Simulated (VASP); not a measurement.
Wanted: the native input for a VASP 6.6.1 run.

- Task: single point
- Functional: PBE
- Potentials or basis: VASP PAW PBE potentials, release 64 (Ge_d, Mo_sv, W_sv)
- Cutoff: 520 eV
- k mesh: 4 × 4 × 4
- Occupations: gaussian, width 0.1 eV
- Spin: collinear spin
- Starting moments: [0.0, 0.0, 0.0, 0.0, 0.0, 0.0, 1.0, 0.0, 0.0] μB
- Dipole correction: no
- Further INCAR settings: ALGO = Normal; EDIFF = 1e-07; NBANDS = 77

The structure of Ge6MoW2 lies in POSCAR:

```
Ge6MoW2
1.0
    0.0000000000      4.1435220538      7.0970520258
    2.3598571386      0.0000000000      7.0970520258
    2.3598571386      4.1435220538      0.0000000000
Ge Mo W
6 1 2
Direct
    0.0041882430      0.3287788593      0.6712211407
    0.3378179352      0.6621820648      0.3378179352
    0.6712211407      0.9958117570      0.0041882430
    0.3287788593      0.0041882430      0.9958117570
    0.6621820648      0.3378179352      0.6621820648
    0.9958117570      0.6712211407      0.3287788593
    0.0000000000      0.0000000000      0.0000000000
    0.6663378498      0.6663378498      0.3336621502
    0.3336621502      0.3336621502      0.6663378498
```

One way to write it, as run:

INCAR

```
SYSTEM = Ge6MoW2
PREC = Accurate
ENCUT = 520
EDIFF = 1E-7
ISMEAR = 0
SIGMA = 0.1
LREAL = .False.
LASPH = .True.
NELM = 150
ALGO = Normal
ISIF = 2
LWAVE = .False.
LCHARG = .False.
ISPIN = 2
MAGMOM = 0 0 0 0 0 0 1 0 0
LORBIT = 11
LMAXMIX = 4
GGA = PE
NBANDS = 77
```

KPOINTS

```
Automatic mesh
0
Gamma
  4 4 4
  0 0 0
```

Potentials or basis: VASP PAW PBE potentials, release 64 (Ge_d, Mo_sv, W_sv).

The run is started by

```bash
$ cat potpaw_PBE.64/Ge_d/POTCAR potpaw_PBE.64/Mo_sv/POTCAR potpaw_PBE.64/W_sv/POTCAR > POTCAR
$ mpirun -np 1 vasp_std > vasp.out
```

Results of the run:

| Item | Value |
| --- | --- |
| Pressure | 0.2 GPa |
| Largest force | 0.016 eV/Å |
| Band gap on the k mesh | zero (filled and empty bands overlap) |
| Net moment | 0.00 μB per cell |
| Valence electrons inside the program's atomic spheres | Ge 12.43, 12.42 (each value once); Mo 12.44; W 11.98 |

Caveat: the k points lie up to 0.40 Å⁻¹ apart, too coarse for converged energies and pressures of a metal; spin-orbit coupling is left out, which moves the levels of the heavy elements.

It took 24 min on 1 thread of Oxide Virtual Turin-like Processor (shared host), peak memory 0.57 GiB.
